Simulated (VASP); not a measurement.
Input of a VASP 6.6.1 run:

The input POSCAR:

```
SiO2
1.0
    4.1762460586      0.0000000000      0.0000000000
    0.0000000000      4.1762460586      0.0000000000
    0.0000000000      0.0000000000      2.6681227717
Si O
2 4
Direct
    0.0000000000      0.0000000000      0.0000000000
    0.5000000000      0.5000000000      0.5000000000
    0.3058061199      0.3058061199      0.0000000000
    0.1941938801      0.8058061199      0.5000000000
    0.6941938801      0.6941938801      0.0000000000
    0.8058061199      0.1941938801      0.5000000000
```

The input INCAR.step1:

```
PREC = Accurate
ENCUT = 520
ISMEAR = -1
SIGMA = 0.02
LREAL = False
LASPH = True
NELM = 100
NBANDS = 25
GGA = PE
ALGO = Normal
EDIFF = 1E-4
LWAVE = True
LCHARG = False
```

The input INCAR.step2:

```
PREC = Accurate
ENCUT = 520
EDIFF = 1E-7
ISMEAR = -1
SIGMA = 0.02
LREAL = False
LASPH = True
NELM = 100
ALGO = Normal
ISIF = 2
LWAVE = False
LCHARG = False
METAGGA = R2SCAN
LMIXTAU = True
LUSE_VDW = True
IVDW_NL = 2
BPARAM = 11.95
CPARAM = 0.0093
NBANDS = 25
ISTART = 1
```

Contents of KPOINTS:

```
regular mesh
0
Gamma
  6 6 8
```

Potentials or basis: VASP PAW PBE potentials, release 64 (Si, O).

Command:

```bash
$ cat potpaw_PBE.64/Si/POTCAR potpaw_PBE.64/O/POTCAR > POTCAR
$ cp INCAR.step1 INCAR
$ mpirun -np 1 vasp_std > vasp.out
$ cp INCAR.step2 INCAR
$ mpirun -np 1 vasp_std > vasp.out
```

(1) Estimate the largest force.

(2) Estimate the band gap on the k mesh.

(3) Predict the pressure.

## Answers

(1) 0.027 eV/Å.

(2) 6.55 eV.

(3) 0.5 GPa.

Caveat: the PAW data sets were made with another functional, which shifts forces and pressure a little.
